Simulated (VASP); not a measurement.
Write the native input for VASP 6.6.1 that does the following.

```
Task                   : single point
Functional             : PBE
Potentials or basis    : VASP PAW PBE potentials, release 64 (Mg, O)
Cutoff                 : 600 eV
k mesh                 : 9 × 9 × 9
Occupations            : methfessel-paxton, width 0.05 eV
Spin                   : no spin polarisation
Dipole correction      : no
Further INCAR settings : ALGO = Normal; EDIFF = 1e-06; NBANDS = 11
```

The structure of MgO lies in POSCAR:

```
MgO
1.0
    0.0000000000      2.1380000000      2.1380000000
    2.1380000000      0.0000000000      2.1380000000
    2.1380000000      2.1380000000      0.0000000000
Mg O
1 1
Direct
    0.0000000000      0.0000000000      0.0000000000
    0.5000000000      0.5000000000      0.5000000000
```

One way to write it, as run:

INCAR

```
SYSTEM = MgO
PREC = Accurate
ENCUT = 600
EDIFF = 1E-6
ISMEAR = 1
SIGMA = 0.05
LREAL = .FALSE.
LASPH = .TRUE.
NELM = 120
ALGO = Normal
ISIF = 2
LWAVE = .FALSE.
LCHARG = .FALSE.
GGA = PE
NBANDS = 11
GGA_COMPAT = .FALSE.
```

KPOINTS

```
Automatic mesh
0
G
  9 9 9
  0 0 0
```

Potentials or basis: VASP PAW PBE potentials, release 64 (Mg, O).

Run with:

```bash
$ cat potpaw_PBE.64/Mg/POTCAR potpaw_PBE.64/O/POTCAR > POTCAR
$ mpirun -np 1 vasp_std > vasp.out
```

It gave:

* Pressure: -3.3 GPa
* Band gap on the k mesh: 4.30 eV, direct

It took 16 s on 1 thread of Intel Xeon 8259CL, on a shared host, peak memory 0.14 GiB.
